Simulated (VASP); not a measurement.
# Si (Fd-3m) in VASP: elastic constants with LDA

Aim: the elastic constants of Si with LDA.

Program: VASP 6.6.1. These are calculated values, not measurements. Logs are shortened: lines on timing, memory, paths and dates and some standing lists are left out, and cuts for length are marked.

### Step 1. The cell of the first run

The structure is cubic, space group Fd-3m (No. 227). The conventional cell has a = 5.402 Å, b = 5.402 Å, c = 5.402 Å, α = 90.00°, β = 90.00°, γ = 90.00°. Si (site symmetry -43m) has 4 Si at 2.34 Å within 3.1 Å.

### Step 2. Elastic constants, LDA

The input, INCAR:

```
SYSTEM = Si
  ALGO = Normal
  EDIFF = 1E-8
  ENCUT = 600
  GGA = CA
  IBRION = 6
  ISIF = 3
  ISMEAR = 0
  LASPH = .TRUE.
  LCHARG = .FALSE.
  LREAL = .FALSE.
  LWAVE = .FALSE.
  NELM = 100
  NFREE = 2
  NSW = 1
  POTIM = 0.015
  PREC = Accurate
  SIGMA = 0.01
```

The input, KPOINTS:

```
k-points
0
G
  12 12 12
  0 0 0
```

The input, POSCAR:

```
Si
1.0
    0.0000000000      2.7009841725      2.7009841725
    2.7009841725      0.0000000000      2.7009841725
    2.7009841725      2.7009841725      0.0000000000
Si
2
Direct
    0.7500000000      0.7500000000      0.7500000000
    0.5000000000      0.5000000000      0.5000000000
```

Potentials or basis: VASP PAW LDA potentials, release 64 (Si).

Started as:

```
> cat potpaw_LDA.64/Si/POTCAR > POTCAR
> mpirun -np 1 vasp_std > vasp.out
```

OUTCAR:

```text
SYSTEM = Si
   EDIFF = 1E-8
   ENCUT = 600
   GGA = CA
   IBRION = 6
   ISIF = 3
   ISMEAR = 0
   LASPH = .TRUE.
   LREAL = .FALSE.
   NELM = 100
   NFREE = 2
   NSW = 1
   POTIM = 0.015
   PREC = Accurate

 ion  position               nearest neighbor table
   1  0.750  0.750  0.750-   2 2.34   2 2.34   2 2.34   2 2.34
   2  0.500  0.500  0.500-   1 2.34   1 2.34   1 2.34   1 2.34

  LATTYP: Found a face centered cubic cell.
 ALAT       =     5.4019683450

  Lattice vectors:

 A1 = (   0.0000000000,   2.7009841725,   2.7009841725)
 A2 = (   2.7009841725,   0.0000000000,   2.7009841725)
 A3 = (   2.7009841725,   2.7009841725,   0.0000000000)

Analysis of symmetry for initial positions (statically):
=====================================================================
 Subroutine PRICEL returns:
 Original cell was already a primitive cell.

 Routine SETGRP: Setting up the symmetry group for a
 face centered cubic supercell.

 Subroutine GETGRP returns: Found 48 space group operations
 (whereof 24 operations were pure point group operations)
 out of a pool of 48 trial point group operations.

The static configuration has the point symmetry T_d .
 The point group associated with its full space group is O_h .

Analysis of symmetry for dynamics (positions and initial velocities):
=====================================================================
 Subroutine PRICEL returns:
 Original cell was already a primitive cell.

 Routine SETGRP: Setting up the symmetry group for a
 face centered cubic supercell.

 Subroutine GETGRP returns: Found 48 space group operations
 (whereof 24 operations were pure point group operations)
 out of a pool of 48 trial point group operations.

The dynamic configuration has the point symmetry T_d .
 The point group associated with its full space group is O_h .

[... 347 lines left out ...]
  band No.  band energies     occupation
      1      -6.1337      2.00000
      2       5.8604      2.00000
      3       5.9335      2.00000
      4       6.0055      2.00000
      5       8.4212      0.00000
      6       8.4630      0.00000
      7       8.5065      0.00000
      8       9.3248      0.00000
[... 243 lines left out ...]
 k-point    24 :      -0.4167    0.1667    0.0000
  band No.  band energies     occupation
      1      -3.4647      2.00000
      2      -0.9459      2.00000
      3       2.9101      2.00000
      4       4.3158      2.00000
      5       8.0400      0.00000
      6       9.9612      0.00000
      7      10.3225      0.00000
      8      13.8591      0.00000

 [... further k-points ...]
[... 5 lines left out ...]
  --------------------------------------------------------------------------------------
  -------------------------------------------------------------------------------------
  Total        0.0125398      0.0163381      0.0163381      0.0000000      0.1494971      0.0000000
  in kB        0.5098060      0.6642247      0.6642247      0.0000000      6.0778134      0.0000000
  external PRESSURE =       0.6127518 kB  Pullay stress =       0.0000000 kB
[... 17 lines left out ...]
  FREE ENERGIE OF THE ION-ELECTRON SYSTEM (eV)
  ---------------------------------------------------
  free  energy   TOTEN  =       -11.9184165496 eV

  energy  without entropy=      -11.9184165496  energy(sigma->0) =      -11.91841655

 INTERNAL STRAIN TENSORS FROM STRAINED CELLS
 ============================================

 INTERNAL STRAIN TENSOR FOR ION    1 for displacements in x,y,z  (eV/Angst):
          X           Y           Z          XY          YZ          ZX
  --------------------------------------------------------------------------------
  x     0.00000    -0.00000     0.00000     0.00000    -9.98060     0.00000
  y     0.00000     0.00000     0.00000    -0.00000     0.00000    -9.98056
  z    -0.00000    -0.00000    -0.00000    -9.98066     0.00000     0.00000

 INTERNAL STRAIN TENSORS FROM DISPLACED ATOMS
 ============================================

 INTERNAL STRAIN TENSOR FOR ION    1 for displacements in x,y,z  (eV/Angst):
          X           Y           Z          XY          YZ          ZX
  --------------------------------------------------------------------------------
  x     0.00000     0.00000     0.00000     0.00000    -9.97254     0.00000
  y     0.00000     0.00000     0.00000     0.00000     0.00000    -9.97254
  z     0.00000     0.00000     0.00000    -9.97254     0.00000     0.00000

 INTERNAL STRAIN TENSOR FOR ION    2 for displacements in x,y,z  (eV/Angst):
          X           Y           Z          XY          YZ          ZX
  --------------------------------------------------------------------------------
  x     0.00000     0.00000     0.00000     0.00000     9.97254     0.00000
  y     0.00000     0.00000     0.00000     0.00000     0.00000     9.97254
  z     0.00000     0.00000     0.00000     9.97254     0.00000     0.00000

 Eigenvectors and eigenvalues of the dynamical matrix
 ----------------------------------------------------

   1 f  =   15.375155 THz    96.604948 2PiTHz  512.859969 cm-1    63.586503 meV
             X         Y         Z           dx          dy          dz
      4.051476  4.051476  4.051476     0.000000   -0.707107    0.000000
      2.700984  2.700984  2.700984     0.000000    0.707107    0.000000
[... 21 lines left out ...]
   6 f  =    0.000000 THz     0.000000 2PiTHz    0.000000 cm-1     0.000000 meV
             X         Y         Z           dx          dy          dz
      4.051476  4.051476  4.051476     0.000000    0.000000    0.707107
      2.700984  2.700984  2.700984     0.000000    0.000000    0.707107

--------------------------------------------------------------------------------------------------------

 ELASTIC MODULI CONTR FROM IONIC RELAXATION (kBar)
 Direction    XX          YY          ZZ          XY          YZ          ZX
 --------------------------------------------------------------------------------
 XX           0.0000      0.0000      0.0000      0.0000      0.0000      0.0000
 YY           0.0000      0.0000      0.0000      0.0000      0.0000      0.0000
 ZZ           0.0000      0.0000      0.0000      0.0000      0.0000      0.0000
 XY           0.0000      0.0000      0.0000   -297.6764      0.0000      0.0000
 YZ           0.0000      0.0000      0.0000      0.0000   -297.6764      0.0000
 ZX           0.0000      0.0000      0.0000      0.0000      0.0000   -297.6764
 --------------------------------------------------------------------------------

 TOTAL ELASTIC MODULI (kBar)
 Direction    XX          YY          ZZ          XY          YZ          ZX
 --------------------------------------------------------------------------------
 XX        1612.3579    646.6000    646.6000     -0.0000      0.0000     -0.0000
 YY         646.6000   1612.3579    646.6000      0.0000      0.0000     -0.0000
 ZZ         646.6000    646.6000   1612.3579     -0.0000      0.0000     -0.0000
 XY          -0.0000      0.0000     -0.0000    760.5843      0.0000      0.0000
 YZ           0.0000      0.0000      0.0000      0.0000    760.5843      0.0000
 ZX          -0.0000     -0.0000     -0.0000      0.0000      0.0000    760.5843
 --------------------------------------------------------------------------------
```

It took 7.7 min on 1 thread of Intel Xeon Platinum 8488C (Sapphire Rapids), shared host; peak memory 0.37 GiB.

Results:

| Quantity | Value |
| --- | --- |
| Elastic constants C11, C12, C44 | 161, 65, 76 GPa |
| Voigt bulk modulus | 97 GPa |
| Highest phonon frequency at Γ | 513 cm⁻¹ |

Phonon frequencies in cm⁻¹ (negative: imaginary):
| q point | frequencies |
| --- | --- |
| (0.000, 0.000, 0.000) | 0 0 0 513 513 513 |

Elastic tensor in Voigt notation (GPa, in the Cartesian axes of the cell as first typed):
```
161  65  65   0   0   0
 65 161  65   0   0   0
 65  65 161   0   0   0
  0   0   0  76   0   0
  0   0   0   0  76   0
  0   0   0   0   0  76
```

Clamped-ion elastic tensor (GPa):
```
161  65  65   0   0   0
 65 161  65   0   0   0
 65  65 161   0   0   0
  0   0   0 106   0   0
  0   0   0   0 106   0
  0   0   0   0   0 106
```
